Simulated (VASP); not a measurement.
Set up this calculation in VASP 6.6.1, as the native input.

| Quantity | Value |
| --- | --- |
| Task | single point |
| Functional | PBE |
| Potentials or basis | VASP PAW PBE potentials, release 64 (H) |
| Cutoff | 520 eV |
| k mesh | 6 × 6 × 6 |
| Occupations | gaussian, width 0.05 eV |
| Spin | collinear spin |
| Starting moments | [1.05, 1.05] μB |
| Dipole correction | no |
| Further INCAR settings | ALGO = Normal; EDIFF = 1e-06; NBANDS = 12 |

The structure of H lies in POSCAR:

```
H
1.0
    5.2996000000      0.0000000000      0.0000000000
   -2.6498000000      4.5895882299      0.0000000000
    0.0000000000      0.0000000000      4.4946000000
H
2
Direct
    0.3333333333      0.6666666667      0.2500000000
    0.6666666667      0.3333333333      0.7500000000
```

The input as run:

INCAR

```
SYSTEM = H
PREC = Accurate ; ENCUT = 520
EDIFF = 1E-6 ; ISMEAR = 0
SIGMA = 0.05 ; LREAL = .False.
LASPH = .True. ; NELM = 150
ALGO = Normal ; ISIF = 2
LWAVE = .False. ; LCHARG = .True.
ISPIN = 2 ; MAGMOM = 1.05 1.05
LORBIT = 11 ; GGA = PE
LELF = .True. ; LVHAR = .True.
NBANDS = 12
```

KPOINTS

```
Automatic mesh
0
Gamma
  6 6 6
  0 0 0
```

Potentials or basis: VASP PAW PBE potentials, release 64 (H).

Run with:

```sh
$ cat potpaw_PBE.64/H/POTCAR > POTCAR
$ mpirun -np 1 vasp_std > vasp.out
```

It gave:

```json
{
 "Pressure": "0.0 GPa",
 "Band gap on the k mesh": "6.84 eV (least direct gap 7.28 eV)",
 "Net moment": "2.00 μB per cell",
 "Site moments": "H +0.38 μB",
 "Valence electrons inside the program's atomic spheres": "H 0.38"
}
```

Caveat: the nearest neighbours stand farther apart than a usual bond.

Run time: 45 s on 1 thread of Intel(R) Xeon(R) 6975P-C (Granite Rapids), with other jobs on the host, peak memory 0.27 GiB.
